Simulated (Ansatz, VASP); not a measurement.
Two plane-wave programs on Hg2O

```
Hg O
1.0
     3.59688   -3.50351    0.00000
     3.59688    3.50351    0.00000
     0.00000    0.00000    6.72378
Hg O
4 2
Cartesian
  0.0000 0.0000 3.3619
  0.0000 0.0000 0.0000
  3.5969 0.4276 1.6809
  3.5969 -0.4276 5.0428
  3.5969 2.4008 5.0428
  3.5969 -2.4008 1.6809
```

Change from the starting cell: species swapped into the Ag2S type (Cmc2_1, No. 36).

Alike in both runs: functional PBE; k mesh 6 × 6 × 4; occupations gaussian, width 0.02 eV; no spin polarisation.

Ansatz relaxed the structure, and its values are those at the end. VASP's run is a single point on that final structure, the one shown.

```csv
,VASP,Ansatz
version,VASP 6.6.1,Ansatz 0.2.0
potentials or method,"VASP PAW PBE potentials, release 64 (Hg_sv_GW, O), cutoff 700 eV","scalar-relativistic, plane waves, PAW"
valence electrons in the cell,92,92
```

```csv
,VASP,Ansatz,Ansatz less VASP
gap on the k mesh at the Fermi level (eV),0.88,0.89,+0.003
least direct gap on the mesh (eV),0.88,0.89,+0.003
pressure (GPa),-0.1,0.0,+0.09
rms of the force components (eV/Å),0.016,0.000,-0.0160
```

Neither program's run includes spin-orbit coupling.
